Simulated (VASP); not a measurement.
Input of a VASP 6.6.1 run:

File INCAR:

```
SYSTEM = NiO
PREC     = Accurate       ! precision mode
ENCUT    = 700            ! plane-wave cutoff, eV
EDIFF    = 1E-7           ! SCF threshold, eV
ISMEAR   = -1             ! smearing method
SIGMA    = 0.05           ! smearing width, eV
LREAL    = .False.        ! projectors in reciprocal space
LASPH    = .True.         ! aspherical terms in the spheres
NELM     = 200            ! most SCF steps
ALGO     = Normal         ! electronic algorithm
ISIF     = 3              ! what is computed and relaxed
LWAVE    = .False.        ! write WAVECAR
LCHARG   = .False.        ! write CHGCAR
ISPIN    = 2              ! spin polarisation
MAGMOM   = 1 0            ! initial moments
LORBIT   = 11             ! projections on sites
LMAXMIX  = 4              ! l up to which the mixer works
LDAU     = .True.         ! DFT+U
LDAUTYPE = 2            
LDAUL    = 2 -1           ! shell
LDAUU    = 4 0            ! U, eV
LDAUJ    = 0 0          
LDAUPRINT= 1            
IBRION   = 2              ! ionic algorithm
NSW      = 60             ! ionic steps
EDIFFG   = -0.01          ! ionic threshold
GGA_COMPAT= .False.      
NELMIN   = 4
```

The input KPOINTS:

```
Automatic mesh
0
Gamma
  11 11 11
  0 0 0
```

POSCAR

```
NiO
1.0
    0.0000000000      2.0859016414      2.0859016414
    2.0859016414      0.0000000000      2.0859016414
    2.0859016414      2.0859016414      0.0000000000
Ni O
1 1
Direct
    0.0000000000      0.0000000000      0.0000000000
    0.5000000000      0.5000000000      0.5000000000
```

Potentials or basis: VASP PAW LDA potentials, release 64 (Ni_sv_GW, O).

Launch:

```bash
$ cat potpaw_LDA.64/Ni_sv_GW/POTCAR potpaw_LDA.64/O/POTCAR > POTCAR
$ mpirun -np 1 vasp_std > vasp.out
```

Question: What does it give for the site moments?

Answer: Ni +1.69; O +0.26 μB.

Question: Predict the relaxed cell.

Answer: a = 2.913 Å, b = 2.913 Å, c = 2.913 Å, α = 60.00°, β = 60.00°, γ = 60.00°.

Question: Predict the relaxed volume.

Answer: 8.74 Å³/atom.

Question: Predict the space group after relaxing (to 0.1 Å).

Answer: Fm-3m (No. 225).

Step by step:
| step | energy change (eV) | largest force (eV/Å) | pressure (GPa) | volume (Å³) |
| --- | --- | --- | --- | --- |
| 1 | 0.0000 | 0.0000 | -8.31 | 18.15 |
| 2 | -0.0045 | 0.0000 | 8.37 | 16.94 |
| 3 | -0.0180 | 0.0000 | -0.06 | 17.48 |

Caveat: a cell with one magnetic atom can't hold antiferromagnetic order, which such compounds often take. LDA usually gives volumes a few per cent too small.
